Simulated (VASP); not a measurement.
Ta3As4:

```
Ta As
1.0
    -3.28973    3.28973    3.28973
     3.28973   -3.28973    3.28973
     3.28973    3.28973   -3.28973
Ta As
3 4
Cartesian
  3.2897 0.0000 0.0000
  0.0000 3.2897 0.0000
  0.0000 0.0000 3.2897
  1.6449 1.6449 1.6449
  1.6449 1.6449 -1.6449
  1.6449 -1.6449 1.6449
  -1.6449 1.6449 1.6449
```

The cell was generated, and may not be a known phase.

```yaml
Program: VASP 6.6.1
Task: relaxation of cell and atoms
Functional: PBE
Potentials_or_basis: VASP PAW PBE potentials, release 64 (Ta_pv, As)
Cutoff: 600 eV
k_mesh: 4 × 4 × 4
Occupations: gaussian, width 0.1 eV
Spin: no spin polarisation
```

At the start: pressure -10.6 GPa; volume 20.34 Å³/atom.

Question: How do energy, volume and symmetry change on relaxing?

Answer: Over 3 steps the energy falls by 64.6 meV/atom and the volume is 18.59 Å³/atom (-8.6 %); space group Im-3m (No. 229, to 0.1 Å) before and after.

Step by step:
```tsv
step	energy change (eV)	largest force (eV/Å)	pressure (GPa)	volume (Å³)
1	0.0000	0.0000	-10.57	142.41
2	0.2735	0.0000	19.25	116.50
3	-0.4523	0.0000	-0.30	130.10
```

Final structure:
```cif
data_structure
_symmetry_space_group_name_H-M 'P 1'
_symmetry_Int_Tables_number 1
_cell_length_a 5.5288
_cell_length_b 5.5288
_cell_length_c 5.5288
_cell_angle_alpha 109.471
_cell_angle_beta 109.471
_cell_angle_gamma 109.471
_cell_volume 130.10
loop_
_atom_site_label
_atom_site_type_symbol
_atom_site_fract_x
_atom_site_fract_y
_atom_site_fract_z
_atom_site_occupancy
Ta1 Ta 0.00000 0.50000 0.50000 1
Ta2 Ta 0.50000 0.00000 0.50000 1
Ta3 Ta 0.50000 0.50000 0.00000 1
As1 As 0.50000 0.50000 0.50000 1
As2 As 0.00000 0.00000 0.50000 1
As3 As 0.00000 0.50000 0.00000 1
As4 As 0.50000 0.00000 0.00000 1
```
